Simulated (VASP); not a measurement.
# SbPt (P6_3/mmc) in VASP: further runs

The runs below take SbPt through relaxation of shape and atoms at fixed volume, with r2SCAN, r2SCAN+rVV10.

All numbers are computed with VASP 6.6.1; they aren't measurements. Logs are shortened: lines on timing, memory, paths and dates and some standing lists are left out, and cuts for length are marked.

## 1. The cell of the first run

Symmetry: P6_3/mmc, No. 194, hexagonal system. The conventional cell has a = 4.153 Å, b = 4.153 Å, c = 5.591 Å, α = 90.00°, β = 90.00°, γ = 120.00°. Within 3.7 Å of Sb (site symmetry -6m2) lie 6 Pt at 2.78 Å and 6 Sb at 3.68 Å. Within 3.7 Å of Pt (site symmetry -3m) lie 6 Sb at 2.78 Å and 2 Pt at 2.80 Å.

## 2. Relaxation of shape and atoms at fixed volume, r2SCAN (20.87 Å³/atom)

Contents of POSCAR:

```
SbPt
1.0
    4.1525835465      0.0000000000      0.0000000000
   -2.0762917733      3.5962428426      0.0000000000
    0.0000000000      0.0000000000      5.5912651032
Sb Pt
2 2
Direct
    0.3333333333      0.6666666667      0.2500000000
    0.6666666667      0.3333333333      0.7500000000
    0.0000000000      0.0000000000      0.0000000000
    0.0000000000      0.0000000000      0.5000000000
```

Contents of INCAR.step1:

```
  PREC = Accurate
  ENCUT = 600
  ISMEAR = 0
  SIGMA = 0.05
  LREAL = False
  LASPH = True
  NELM = 60
  GGA = PE
  ALGO = Normal
  EDIFF = 1E-4
  LWAVE = True
  LCHARG = False
```

Contents of INCAR.step2:

```
  PREC = Accurate
  ENCUT = 600
  EDIFF = 1E-7
  ISMEAR = 0
  SIGMA = 0.05
  LREAL = False
  LASPH = True
  NELM = 60
  ALGO = Normal
  ISIF = 4
  LWAVE = False
  LCHARG = False
  METAGGA = R2SCAN
  LMIXTAU = True
  IBRION = 2
  NSW = 60
  EDIFFG = -0.01
  ISTART = 1
```

Contents of KPOINTS:

```
Automatic mesh
0
Gamma
  6 6 4
```

Potentials or basis: VASP PAW PBE potentials, release 64 (Sb, Pt).

Started as:

```sh
$ cat potpaw_PBE.64/Sb/POTCAR potpaw_PBE.64/Pt/POTCAR > POTCAR
$ cp INCAR.step1 INCAR
$ mpirun -np 1 vasp_std > vasp.out
$ cp INCAR.step2 INCAR
$ mpirun -np 1 vasp_std > vasp.out
```

OUTCAR:

```text
PREC = Accurate
   ENCUT = 600
   EDIFF = 1E-7
   ISMEAR = 0
   LREAL = False
   LASPH = True
   NELM = 60
   ISIF = 4
   METAGGA = R2SCAN
   IBRION = 2
   NSW = 60
   EDIFFG = -0.01
   ISTART = 1

 ion  position               nearest neighbor table
   1  0.333  0.667  0.250-   3 2.78   4 2.78   3 2.78   4 2.78   3 2.78   4 2.78   2 3.68   2 3.68
                             2 3.68   2 3.68   2 3.68   2 3.68
   2  0.667  0.333  0.750-   3 2.78   4 2.78   3 2.78   4 2.78   3 2.78   4 2.78   1 3.68   1 3.68
                             1 3.68   1 3.68   1 3.68   1 3.68
   3  0.000  0.000  0.000-   1 2.78   2 2.78   2 2.78   1 2.78   2 2.78   1 2.78   4 2.80   4 2.80

   4  0.000  0.000  0.500-   1 2.78   2 2.78   2 2.78   1 2.78   2 2.78   1 2.78   3 2.80   3 2.80

  LATTYP: Found a hexagonal cell.
 ALAT       =     4.1525835465
 C/A-ratio  =     1.3464545723

  Lattice vectors:

 A1 = (   4.1525835465,   0.0000000000,   0.0000000000)
 A2 = (  -2.0762917733,   3.5962428426,   0.0000000000)
 A3 = (   0.0000000000,   0.0000000000,   5.5912651032)

Analysis of symmetry for initial positions (statically):
=====================================================================
 Subroutine PRICEL returns:
 Original cell was already a primitive cell.

 Routine SETGRP: Setting up the symmetry group for a
 hexagonal supercell.

 Subroutine GETGRP returns: Found 24 space group operations
 (whereof 12 operations were pure point group operations)
 out of a pool of 24 trial point group operations.

The static configuration has the point symmetry D_3d.
 The point group associated with its full space group is D_6h.

Analysis of symmetry for dynamics (positions and initial velocities):
=====================================================================
 Subroutine PRICEL returns:
 Original cell was already a primitive cell.

 Routine SETGRP: Setting up the symmetry group for a
 hexagonal supercell.

 Subroutine GETGRP returns: Found 24 space group operations
 (whereof 12 operations were pure point group operations)
 out of a pool of 24 trial point group operations.

The dynamic configuration has the point symmetry D_3d.
 The point group associated with its full space group is D_6h.

 Subroutine INISYM returns: Found 24 space group operations
 (whereof 12 operations are pure point group operations),
 and found     1 'primitive' translations

----------------------------------------------------------------------------------------

                                     Primitive cell

  volume of cell :      83.4983

  direct lattice vectors                    reciprocal lattice vectors
     4.152583546  0.000000000  0.000000000     0.240813939  0.139033992  0.000000000
    -2.076291773  3.596242843  0.000000000     0.000000000  0.278067985  0.000000000
     0.000000000  0.000000000  5.591265103     0.000000000  0.000000000  0.178850400

  length of vectors
     4.152583546  4.152583547  5.591265103     0.278067985  0.278067985  0.178850400

  position of ions in fractional coordinates (direct lattice)
     0.333333333  0.666666667  0.250000000
     0.666666667  0.333333333  0.750000000
     0.000000000  0.000000000  0.000000000
     0.000000000  0.000000000  0.500000000

  ion indices of the primitive-cell ions
   primitive index   ion index
                 1           1
                 2           2
                 3           3
                 4           4

----------------------------------------------------------------------------------------

 KPOINTS: Automatic mesh

Automatic generation of k-mesh.
 Grid dimensions read from file:
 generate k-points for:    6    6    4

 Generating k-lattice:

  Cartesian coordinates                     Fractional coordinates (reciprocal lattice)
     0.040135656  0.023172332  0.000000000     0.166666667  0.000000000  0.000000000
     0.000000000  0.046344664  0.000000000     0.000000000  0.166666667  0.000000000
     0.000000000  0.000000000  0.044712600     0.000000000  0.000000000  0.250000000

  Length of vectors
     0.046344664  0.046344664  0.044712600

  Shift w.r.t. Gamma in fractional coordinates (k-lattice)
     0.000000000  0.000000000  0.000000000

 Subroutine IBZKPT returns following result:
 ===========================================

 Found     21 irreducible k-points:

 Following reciprocal coordinates:
            Coordinates               Weight
  0.000000  0.000000  0.000000      1.000000
  0.166667  0.000000  0.000000      6.000000
  0.333333 -0.000000  0.000000      6.000000
  0.500000 -0.000000  0.000000      3.000000
  0.166667  0.166667  0.000000      6.000000
  0.333333  0.166667  0.000000     12.000000
[... 13 lines left out ...]
  0.333333  0.166667  0.500000     12.000000
  0.333333  0.333333  0.500000      2.000000
   k-points           NKPTS =     21   k-points in BZ     NKDIM =     21   number of bands    NBANDS=     19
   number of dos      NEDOS =    301   number of ions     NIONS =      4
[... 63 lines left out ...]
  ---------------------------------------------------
  free energy    TOTEN  =      -156.20666270 eV

  energy without entropy =     -156.20516130  energy(sigma->0) =     -156.20591200

------------------------ aborting loop because EDIFF is reached ----------------------------------------

  FORCE on cell =-STRESS in cart. coord.  units (eV):
  Direction    XX          YY          ZZ          XY          YZ          ZX
  --------------------------------------------------------------------------------------
  -------------------------------------------------------------------------------------
  Total       -0.0078679     -0.0078679     -0.1309337      0.0000000      0.0000000      0.0000000
  in kB       -0.1509707     -0.1509707     -2.5123759      0.0000000      0.0000000      0.0000000
  external PRESSURE =      -0.9381057 kB  Pullay stress =       0.0000000 kB

 VOLUME and BASIS-vectors are now :
 -----------------------------------------------------------------------------
  energy-cutoff  :      600.00
  volume of cell :       83.50
      direct lattice vectors                 reciprocal lattice vectors
     4.152583546  0.000000000  0.000000000     0.240813939  0.139033992  0.000000000
    -2.076291773  3.596242843  0.000000000     0.000000000  0.278067985  0.000000000
     0.000000000  0.000000000  5.591265103     0.000000000  0.000000000  0.178850400

 POSITION                                       TOTAL-FORCE (eV/Angst)
 -----------------------------------------------------------------------------------
     -0.00000      2.39750      1.39782         0.000000      0.000000      0.000000
      2.07629      1.19875      4.19345        -0.000000      0.000000      0.000000
      0.00000      0.00000      0.00000         0.000000     -0.000000      0.000000
      0.00000      0.00000      2.79563         0.000000     -0.000000      0.000000
 -----------------------------------------------------------------------------------
    total drift:                               -0.000000      0.000000      0.000000

  FREE ENERGIE OF THE ION-ELECTRON SYSTEM (eV)
  ---------------------------------------------------
  free  energy   TOTEN  =      -156.2066627018 eV

  energy  without entropy=     -156.2051613001  energy(sigma->0) =     -156.20591200

--------------------------------------- Ionic step        2  -------------------------------------------

 number of electron      29.9999999 magnetization

 Free energy of the ion-electron system (eV)
  ---------------------------------------------------
  ext. energy  EPLUGINS =         0.00000000
  ---------------------------------------------------
  free energy    TOTEN  =      -156.20673189 eV

  energy without entropy =     -156.20523963  energy(sigma->0) =     -156.20598576

 E-fermi :   9.6243     XC(G=0): -12.0659

 val. band max:        9.5898473155   @ k =   0.3333  -0.0000   0.2500
 cond. band min:       9.8745087964   @ k =   0.3333  -0.0000   0.0000
 fundamental gap:      0.2846614808
 Fermi energy:         9.6243497613

 k-point     1 :       0.0000    0.0000    0.0000
  band No.  band energies     occupation
      1      -3.5948      2.00000
      2       0.3210      2.00000
      3       2.4024      2.00000
      4       3.5419      2.00000
      5       3.5419      2.00000
      6       3.7989      2.00000
[... 11 lines left out ...]
     18      13.3489      0.00000
     19      13.3631      0.00000
[... 419 lines left out ...]
 k-point    21 :       0.3333    0.3333    0.5000
  band No.  band energies     occupation
      1      -0.8194      2.00000
      2      -0.8194      2.00000
      3       3.5982      2.00000
      4       3.5982      2.00000
      5       3.6053      2.00000
      6       3.6053      2.00000
[... 11 lines left out ...]
     18      13.8810      0.00000
     19      15.4276      0.00000

------------------------ aborting loop because EDIFF is reached ----------------------------------------

  FORCE on cell =-STRESS in cart. coord.  units (eV):
  Direction    XX          YY          ZZ          XY          YZ          ZX
  --------------------------------------------------------------------------------------
  -------------------------------------------------------------------------------------
  Total       -0.0375456     -0.0375456     -0.0537130      0.0000000      0.0000000      0.0000000
  in kB       -0.7204302     -0.7204302     -1.0306538      0.0000000      0.0000000      0.0000000
  external PRESSURE =      -0.8238381 kB  Pullay stress =       0.0000000 kB

 VOLUME and BASIS-vectors are now :
 -----------------------------------------------------------------------------
  energy-cutoff  :      600.00
  volume of cell :       83.50
      direct lattice vectors                 reciprocal lattice vectors
     4.154639062  0.000000000  0.000000000     0.240694796  0.138965205  0.000000000
    -2.077319531  3.598022971 -0.000000000    -0.000000000  0.277930410  0.000000000
     0.000000000  0.000000000  5.585733894    -0.000000000  0.000000000  0.179027505

 POSITION                                       TOTAL-FORCE (eV/Angst)
 -----------------------------------------------------------------------------------
     -0.00000      2.39868      1.39643        -0.000000     -0.000000     -0.000000
      2.07732      1.19934      4.18930         0.000000      0.000000      0.000000
     -2.07732      3.59802     -0.00000        -0.000000     -0.000000      0.000000
     -2.07732      3.59802      2.79287        -0.000000     -0.000000      0.000000
 -----------------------------------------------------------------------------------
    total drift:                               -0.000000      0.000000      0.000000

  FREE ENERGIE OF THE ION-ELECTRON SYSTEM (eV)
  ---------------------------------------------------
  free  energy   TOTEN  =      -156.2067318944 eV

  energy  without entropy=     -156.2052396293  energy(sigma->0) =     -156.20598576

 reached required accuracy - stopping structural energy minimisation
```

Wall time 5.3 min (1 thread of Intel Xeon 8259CL, shared host); peak memory 0.28 GiB.

Results:

```yaml
Free_energy: -156.2067 eV
Energy_gained_by_relaxing: 0.0 meV/atom
Ionic_steps: 2
Pressure_after_relaxing: -0.1 GPa
Band_gap_on_the_k_mesh: zero (bands 15 and 16 overlap by 4.24 eV)
```

Final structure:
```xyz
4
Lattice="4.1546 0.0000 0.0000 -2.0773 3.5980 0.0000 0.0000 0.0000 5.5857" Properties=species:S:1:pos:R:3 pbc="T T T"
Sb    0.0000    2.3987    1.3964
Sb    2.0773    1.1993    4.1893
Pt   -2.0773    3.5980    0.0000
Pt   -2.0773    3.5980    2.7929
```

Caveat: the PAW data sets were made with another functional, which shifts forces and pressure a little; spin-orbit coupling is left out, which moves the levels of the heavy elements.

## 3. Relaxation of shape and atoms at fixed volume, r2SCAN+rVV10 (19.82 Å³/atom)

This run uses another cell than the first one, of 19.82 Å³/atom.

Contents of POSCAR:

```
SbPt
1.0
    4.0820309909      0.0000000000      0.0000000000
   -2.0410154955      3.5351425372      0.0000000000
    0.0000000000      0.0000000000      5.4949652521
Sb Pt
2 2
Direct
    0.3333333333      0.6666666667      0.2500000000
    0.6666666667      0.3333333333      0.7500000000
    0.0000000000      0.0000000000      0.0000000000
    0.0000000000      0.0000000000      0.5000000000
```

Contents of INCAR.step1:

```
PREC = Accurate ; ENCUT = 600
ISMEAR = 0 ; SIGMA = 0.05
LREAL = F ; LASPH = T
NELM = 80 ; GGA = PE
ALGO = Normal ; EDIFF = 1E-4
LWAVE = T ; LCHARG = F
```

Contents of INCAR.step2:

```
PREC = Accurate ; ENCUT = 600
EDIFF = 1E-6 ; ISMEAR = 0
SIGMA = 0.05 ; LREAL = F
LASPH = T ; NELM = 80
ALGO = Normal ; ISIF = 4
LWAVE = F ; LCHARG = F
METAGGA = R2SCAN ; LMIXTAU = T
LUSE_VDW = T ; IVDW_NL = 2
BPARAM = 11.95 ; CPARAM = 0.0093
IBRION = 2 ; NSW = 60
EDIFFG = -0.01 ; ISTART = 1
```

Contents of KPOINTS:

```
regular mesh
0
Gamma
  6 6 4
```

Potentials or basis: VASP PAW PBE potentials, release 64 (Sb, Pt).

Started as:

```sh
$ cat potpaw_PBE.64/Sb/POTCAR potpaw_PBE.64/Pt/POTCAR > POTCAR
$ cp INCAR.step1 INCAR
$ mpirun -np 1 vasp_std > vasp.out
$ cp INCAR.step2 INCAR
$ mpirun -np 1 vasp_std > vasp.out
```

Wall time 3.6 min (1 thread of Intel Xeon 6975P-C (Granite Rapids), shared host); peak memory 0.49 GiB.

The run converged. Its results:

* Free energy: -155.4891 eV
* Energy gained by relaxing: 0.1 meV/atom
* Ionic steps: 2
* Pressure after relaxing: 7.3 GPa
* Band gap on the k mesh: zero (bands 15 and 16 overlap by 4.52 eV)

The path:
```csv
step,energy change (eV),largest force (eV/Å),pressure (GPa),volume (Å³)
1,0.0000,0.0000,7.29,79.30
2,-0.0002,0.0000,7.26,79.30
```

Final structure:
```
CELL_PARAMETERS angstrom
4.07841 0.00000 0.00000
-2.03920 3.53201 0.00000
0.00000 0.00000 5.50473
ATOMIC_POSITIONS crystal
Sb 0.33333 0.66667 0.25000
Sb 0.66667 0.33333 0.75000
Pt 0.00000 0.00000 0.00000
Pt 0.00000 0.00000 0.50000
```

Levels at points of the mesh, in eV from the Fermi level:
| k point | band 12 | band 13 | band 14 | band 15 | band 16 | band 17 | band 18 | band 19 |
| --- | --- | --- | --- | --- | --- | --- | --- | --- |
| (0.00, 0.00, 0.00) | -2.62 | -0.21 | -0.21 | 0.50 | 2.31 | 2.64 | 3.86 | 3.86 |
| (0.50, 0.00, 0.00) | -3.27 | -3.11 | -2.81 | -2.60 | -0.51 | 1.76 | 4.49 | 4.51 |
| (0.00, 0.00, 0.50) | -4.15 | -1.27 | -1.27 | 2.42 | 2.42 | 2.42 | 2.42 | 5.46 |
| (0.50, 0.00, 0.50) | -3.68 | -3.53 | -3.53 | 0.24 | 0.24 | 1.94 | 1.94 | 3.97 |

Caveat: the PAW data sets were made with another functional, which shifts forces and pressure a little; spin-orbit coupling is left out, which moves the levels of the heavy elements.

## 4. Relaxation of shape and atoms at fixed volume, r2SCAN (20.04 Å³/atom)

This run uses another cell than the first one, of 20.04 Å³/atom.

Contents of POSCAR:

```
SbPt
1.0
    4.0973045926      0.0000000000      0.0000000000
   -2.0486522963      3.5483698642      0.0000000000
    0.0000000000      0.0000000000      5.5134263062
Sb Pt
2 2
Direct
    0.3333333333      0.6666666667      0.2500000000
    0.6666666667      0.3333333333      0.7500000000
    0.0000000000      0.0000000000      0.0000000000
    0.0000000000      0.0000000000      0.5000000000
```

Contents of INCAR.step1:

```
  PREC = Accurate
  ENCUT = 600
  ISMEAR = 0
  SIGMA = 0.05
  LREAL = F
  LASPH = T
  NELM = 80
  GGA = PE
  ALGO = Normal
  EDIFF = 1E-4
  LWAVE = T
  LCHARG = F
```

Contents of INCAR.step2:

```
  PREC = Accurate
  ENCUT = 600
  EDIFF = 1E-6
  ISMEAR = 0
  SIGMA = 0.05
  LREAL = F
  LASPH = T
  NELM = 80
  ALGO = Normal
  ISIF = 4
  LWAVE = F
  LCHARG = F
  METAGGA = R2SCAN
  LMIXTAU = T
  IBRION = 2
  NSW = 60
  EDIFFG = -0.01
  ISTART = 1
```

Contents of KPOINTS:

```
Automatic mesh
0
Gamma
  6 6 4
```

Started as:

```sh
$ cat potpaw_PBE.64/Sb/POTCAR potpaw_PBE.64/Pt/POTCAR > POTCAR
$ cp INCAR.step1 INCAR
$ mpirun -np 1 vasp_std > vasp.out
$ cp INCAR.step2 INCAR
$ mpirun -np 1 vasp_std > vasp.out
```

It took 1.7 min on 1 thread of Intel Xeon 6975P-C (Granite Rapids), shared host; peak memory 0.27 GiB.

Results (log left out):

```yaml
Free_energy: -156.1435 eV
Energy_gained_by_relaxing: 0.0 meV/atom
Ionic_steps: 2
Pressure_after_relaxing: 6.4 GPa
Band_gap_on_the_k_mesh: zero (bands 15 and 16 overlap by 4.46 eV)
```

Step by step:
| step | energy change (eV) | largest force (eV/Å) | pressure (GPa) | volume (Å³) |
| --- | --- | --- | --- | --- |
| 1 | 0.0000 | 0.0000 | 6.45 | 80.16 |
| 2 | -0.0001 | 0.0000 | 6.43 | 80.16 |

Final structure:
```xyz
4
Lattice="4.0942 0.0000 0.0000 -2.0471 3.5457 0.0000 0.0000 0.0000 5.5217" Properties=species:S:1:pos:R:3 pbc="T T T"
Sb    0.0000    2.3638    1.3804
Sb    2.0471    1.1819    4.1412
Pt    0.0000    0.0000    0.0000
Pt    4.0942    0.0000    2.7608
```

Levels at points of the mesh, in eV from the Fermi level:
| k point | band 13 | band 14 | band 15 | band 16 | band 17 | band 18 |
| --- | --- | --- | --- | --- | --- | --- |
| (0.00, 0.00, 0.00) | -0.18 | -0.18 | 0.52 | 2.31 | 2.72 | 3.83 |
| (0.50, 0.00, 0.00) | -3.04 | -2.74 | -2.54 | -0.53 | 1.77 | 4.54 |
| (0.00, 0.00, 0.50) | -1.25 | -1.25 | 2.42 | 2.42 | 2.42 | 2.42 |
| (0.50, 0.00, 0.50) | -3.45 | -3.45 | 0.28 | 0.28 | 1.92 | 1.92 |

Caveat: the PAW data sets were made with another functional, which shifts forces and pressure a little; spin-orbit coupling is left out, which moves the levels of the heavy elements.

## 5. Overview

```csv
level,cell,gap on the mesh (eV),pressure (GPa)
r2SCAN,"relaxed from a = 4.153, b = 4.153, c = 5.591 Å, angles 90.0, 90.0, 120.0°, 4 atoms",none,-0.1
r2SCAN+rVV10,"relaxed from a = 4.082, b = 4.082, c = 5.495 Å, angles 90.0, 90.0, 120.0°, 4 atoms",none,7.3
r2SCAN,"relaxed from a = 4.097, b = 4.097, c = 5.513 Å, angles 90.0, 90.0, 120.0°, 4 atoms",none,6.4
```

Alike in all rows: task relaxation of shape and atoms at fixed volume; potentials or basis VASP PAW PBE potentials, release 64 (Sb, Pt); no spin polarisation; k mesh 6 × 6 × 4; cutoff (eV) 600; smearing gaussian 0.05 eV.

Caveats: the PAW data sets were made with another functional, which shifts forces and pressure a little; spin-orbit coupling is left out, which moves the levels of the heavy elements.

Total energies depend on the potentials used, so only differences within one code and one set of settings carry meaning.

The gap in the log of VASP goes by the Fermi energy; the results here count the filled bands.